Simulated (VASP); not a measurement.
# B3Sb2P (P6mm) in VASP: single point with PBE

Aim: the single point of B3Sb2P with PBE.

Program: VASP 6.6.1. These are calculated values, not measurements. Logs are shortened: lines on timing, memory, paths and dates and some standing lists are left out, and cuts for length are marked.

### 1 The cell of the first run

It takes space group P6mm (No. 183, hexagonal). Conventional cell: a = 5.474 Å, b = 5.474 Å, c = 4.043 Å, α = 90.00°, β = 90.00°, γ = 120.00°. B (site symmetry 2mm) has 4 Sb at 2.56 to 2.57 Å and 4 B at 2.74 Å and 2 P at 2.85 Å within 3.4 Å. Sb (site symmetry 3m) has 6 B at 2.56 to 2.57 Å and 3 Sb at 3.16 Å and 3 P at 3.39 Å within 3.4 Å. Within 3.8 Å of P (site symmetry 6mm) lie 6 B at 2.85 Å and 6 Sb at 3.39 Å.

### 2 Single point, PBE

File INCAR:

```
ALGO = Normal
EDIFF = 1E-7
ENCUT = 520
GGA = PE
ISIF = 2
ISMEAR = 0
LASPH = T
LCHARG = F
LREAL = F
LWAVE = F
NBANDS = 21
NELM = 60
PREC = Accurate
SIGMA = 0.1
```

File KPOINTS:

```
k-points
0
Gamma
  6 6 4
```

File POSCAR:

```
B3Sb2P
1.0
    5.4738132900      0.0000000000      0.0000000000
   -2.7369066400      4.7404613600      0.0000000000
    0.0000000000      0.0000000000      4.0428578300
B Sb P
3 2 1
Direct
    0.0000000000      0.5000000000      0.9950230700
    0.5000000000      0.0000000000      0.9950230700
    0.5000000000      0.5000000000      0.9950230700
    0.6666666700      0.3333333300      0.4961477200
    0.3333333300      0.6666666700      0.4961477200
    0.0000000000      0.0000000000      0.1926302600
```

Potentials or basis: VASP PAW PBE potentials, release 64 (B, Sb, P).

Launch:

```console
> cat potpaw_PBE.64/B/POTCAR potpaw_PBE.64/Sb/POTCAR potpaw_PBE.64/P/POTCAR > POTCAR
> mpirun -np 1 vasp_std > vasp.out
```

OUTCAR:

```text
EDIFF = 1E-7
   ENCUT = 520
   GGA = PE
   ISIF = 2
   ISMEAR = 0
   LASPH = T
   LREAL = F
   NELM = 60
   PREC = Accurate

 ion  position               nearest neighbor table
   1  0.000  0.500  0.995-   4 2.56   5 2.56   4 2.57   5 2.57
   2  0.500  0.000  0.995-   4 2.56   5 2.56   4 2.57   5 2.57
   3  0.500  0.500  0.995-   4 2.56   5 2.56   4 2.57   5 2.57
   4  0.667  0.333  0.496-   2 2.56   1 2.56   3 2.56   2 2.57   1 2.57   3 2.57   5 3.16   5 3.16
                             5 3.16
   5  0.333  0.667  0.496-   2 2.56   1 2.56   3 2.56   2 2.57   1 2.57   3 2.57   4 3.16   4 3.16
                             4 3.16
   6  0.000  0.000  0.193-

  LATTYP: Found a hexagonal cell.
 ALAT       =     5.4738132900
 C/A-ratio  =     0.7385816095

  Lattice vectors:

 A1 = (   5.4738132900,   0.0000000000,   0.0000000000)
 A2 = (  -2.7369066400,   4.7404613600,   0.0000000000)
 A3 = (   0.0000000000,   0.0000000000,   4.0428578300)

Analysis of symmetry for initial positions (statically):
=====================================================================
 Subroutine PRICEL returns:
 Original cell was already a primitive cell.

 Routine SETGRP: Setting up the symmetry group for a
 hexagonal supercell.

 Subroutine GETGRP returns: Found 12 space group operations
 (whereof 12 operations were pure point group operations)
 out of a pool of 24 trial point group operations.

The static configuration has the point symmetry C_6v.

Analysis of symmetry for dynamics (positions and initial velocities):
=====================================================================
 Subroutine PRICEL returns:
 Original cell was already a primitive cell.

 Routine SETGRP: Setting up the symmetry group for a
 hexagonal supercell.

 Subroutine GETGRP returns: Found 12 space group operations
 (whereof 12 operations were pure point group operations)
 out of a pool of 24 trial point group operations.

The dynamic configuration has the point symmetry C_6v.

 Subroutine INISYM returns: Found 12 space group operations
 (whereof 12 operations are pure point group operations),
 and found     1 'primitive' translations

----------------------------------------------------------------------------------------

                                     Primitive cell

  volume of cell :     104.9057

  direct lattice vectors                    reciprocal lattice vectors
     5.473813290  0.000000000  0.000000000     0.182688000  0.105474966  0.000000000
[... 94 lines left out ...]
   IBRION =     -1    ionic relax: 0-MD 1-quasi-New 2-CG
   NFREE  =      0    steps in history (QN), initial steepest desc. (CG)
   ISIF   =      2    stress and relaxation
   ISYM   =      2    0-nonsym 1-usesym 2-fastsym
   POTIM  = 0.5000    time-step for ionic-motion
   TEBEG  =    0.0;   TEEND  =   0.0 temperature during run
   PSTRESS=    0.0 pullay stress
   NELECT =      24.0000    total number of electrons
   NUPDOWN=      -1.0000    fix difference up-down
   EMIN   =  10.00;   EMAX   =-10.00  energy-range for DOS
   EFERMI =   0.00;   METHOD = LEGACY
   ISMEAR =     0;   SIGMA  =   0.10  broadening in eV -4-tet -1-fermi 0-gaus
   EFERMI_NEDOS =   21; number of points for ismear=-14 and -15
   IALGO  =     38    algorithm
   IMIX   =      4    mixing-type and parameters
     AMIX     =   0.40;   BMIX     =  1.00
     AMIX_MAG =   1.60;   BMIX_MAG =  1.00
  volume/ion in A,a.u.               =      17.48       117.99
  Fermi-wavevector in a.u.,A,eV,Ry     =   1.001257  1.892101 13.640052  1.002516
  Thomas-Fermi vector in A             =   2.133667
   LORBIT       =      0    0 simple, 1 ext, 2 COOP (PROOUT), +10 PAW based schemes
   GGA     = PE    functional components
   LHFCALC =     F    Hartree Fock is set to
   AEXX    =    0.0000 exact exchange contribution
   IVDW    =     0    specifies the selected vdW correction
   LEPSILON=     F    determine dielectric tensor
   LRPA    =     F    only Hartree local field effects (RPA)
 non-spin polarized calculation
 Gauss-broadening in eV      SIGMA  =   0.10
  energy-cutoff  :      520.00
  volume of cell :      104.91
 maximum number of plane-waves:      2853
 NGX is ok and might be reduce to    42
   NGX = 21   NGY = 21   NGZ = 15

 number of electron      24.0000002 magnetization

 Free energy of the ion-electron system (eV)
  ---------------------------------------------------
  ext. energy  EPLUGINS =         0.00000000
  ---------------------------------------------------
  free energy    TOTEN  =       -23.63104875 eV

  energy without entropy =      -23.61112864  energy(sigma->0) =      -23.62108870

 E-fermi :   6.5831     XC(G=0): -10.2362

 val. band max:        6.5781003660   @ k =   0.3333   0.1667   0.2500
 cond. band min:       6.6108878024   @ k =   0.3333   0.0000   0.0000
 fundamental gap:      0.0327874364
 Fermi energy:         6.5831272052

 k-point     1 :       0.0000    0.0000    0.0000
  band No.  band energies     occupation
      1      -6.8811      2.00000
      2      -2.4850      2.00000
      3      -2.1527      2.00000
      4      -0.1305      2.00000
      5      -0.1305      2.00000
      6       1.9623      2.00000
[... 493 lines left out ...]
     20      11.4057      0.00000
     21      11.4057      0.00000

------------------------ aborting loop because EDIFF is reached ----------------------------------------

  FORCE on cell =-STRESS in cart. coord.  units (eV):
  Direction    XX          YY          ZZ          XY          YZ          ZX
  --------------------------------------------------------------------------------------
  -------------------------------------------------------------------------------------
  Total       -2.4898287     -2.4898287     -5.0692303     -0.0000000      0.0000000      0.0000000
  in kB      -38.0260307    -38.0260306    -77.4200676     -0.0000000      0.0000000      0.0000000
  external PRESSURE =     -51.1573763 kB  Pullay stress =       0.0000000 kB

 VOLUME and BASIS-vectors are now :
 -----------------------------------------------------------------------------
  energy-cutoff  :      520.00
  volume of cell :      104.91
      direct lattice vectors                 reciprocal lattice vectors
     5.473813290  0.000000000  0.000000000     0.182688000  0.105474966  0.000000000
    -2.736906640  4.740461360  0.000000000     0.000000000  0.210949932  0.000000000
     0.000000000  0.000000000  4.042857830     0.000000000  0.000000000  0.247349781

 POSITION                                       TOTAL-FORCE (eV/Angst)
 -----------------------------------------------------------------------------------
     -1.36845      2.37023      4.02274         0.000000     -0.000000      0.324664
      2.73691      0.00000      4.02274         0.000000     -0.000000      0.324664
      1.36845      2.37023      4.02274         0.000000     -0.000000      0.324664
      2.73691      1.58015      2.00585         0.000000     -0.000000     -0.037426
     -0.00000      3.16031      2.00585        -0.000000     -0.000000     -0.037426
      0.00000      0.00000      0.77878         0.000000      0.000000     -0.899141
 -----------------------------------------------------------------------------------
    total drift:                               -0.000000     -0.000000      0.000006

  FREE ENERGIE OF THE ION-ELECTRON SYSTEM (eV)
  ---------------------------------------------------
  free  energy   TOTEN  =       -23.6310487528 eV

  energy  without entropy=      -23.6111286417  energy(sigma->0) =      -23.62108870
```

OSZICAR:

```text
N       E                     dE             d eps       ncg     rms          rms(c)
DAV:   1     0.723560047703E+02    0.72356E+02   -0.88425E+03   882   0.941E+02
DAV:   2    -0.186539603646E+02   -0.91010E+02   -0.87820E+02  1115   0.149E+02
DAV:   3    -0.241417886739E+02   -0.54878E+01   -0.53307E+01  1115   0.373E+01
DAV:   4    -0.242300908039E+02   -0.88302E-01   -0.87960E-01  1114   0.485E+00
DAV:   5    -0.242317210294E+02   -0.16302E-02   -0.16294E-02  1134   0.660E-01    0.565E+00
DAV:   6    -0.236662592119E+02    0.56546E+00   -0.17420E+00  1120   0.511E+00    0.305E+00
DAV:   7    -0.236391474462E+02    0.27112E-01   -0.40058E-01  1121   0.248E+00    0.150E+00
DAV:   8    -0.236320733538E+02    0.70741E-02   -0.48476E-02  1099   0.934E-01    0.590E-01
DAV:   9    -0.236310331447E+02    0.10402E-02   -0.55041E-03  1033   0.417E-01    0.124E-01
DAV:  10    -0.236310266928E+02    0.64520E-05   -0.66375E-04  1158   0.120E-01    0.616E-02
DAV:  11    -0.236310462691E+02   -0.19576E-04   -0.13080E-04  1088   0.561E-02    0.211E-02
DAV:  12    -0.236310489301E+02   -0.26610E-05   -0.13804E-05  1079   0.210E-02    0.281E-03
DAV:  13    -0.236310487804E+02    0.14965E-06   -0.10720E-06  1181   0.563E-03    0.174E-03
DAV:  14    -0.236310487528E+02    0.27685E-07   -0.18724E-07   849   0.198E-03
   1 F= -.23631049E+02 E0= -.23621089E+02  d E =-.199201E-01
```

stdout:

```text
POSCAR found type information on POSCAR B SbP
 POSCAR found :  3 types and       6 ions
 scaLAPACK will be used
 LDA part: xc-table for (Slater+PW92), standard interpolation
 POSCAR, INCAR and KPOINTS ok, starting setup
 FFT: planning ... GRIDC
 FFT: planning ... GRID_SOFT
 FFT: planning ... GRID
 WAVECAR not read
 entering main loop
```

It took 29 s on 1 thread of Intel Xeon 6975P-C (Granite Rapids), shared host; peak memory 0.23 GiB.

Results:

```yaml
Free_energy: -23.6310 eV
Pressure: -5.1 GPa
Largest_force: 0.899 eV/Å
Band_gap_on_the_k_mesh: zero (band 12 reaches 7.15 eV, above the bottom of band 13 at 6.04 eV)
```

Forces on the atoms (eV/Å):
```
B    0.000  0.000  0.325
B    0.000  0.000  0.325
B    0.000  0.000  0.325
Sb   0.000  0.000 -0.037
Sb   0.000  0.000 -0.037
P    0.000  0.000 -0.899
```

Caveat: the k points lie up to 0.39 Å⁻¹ apart; spin-orbit coupling is left out, which moves the levels of the heavy elements.
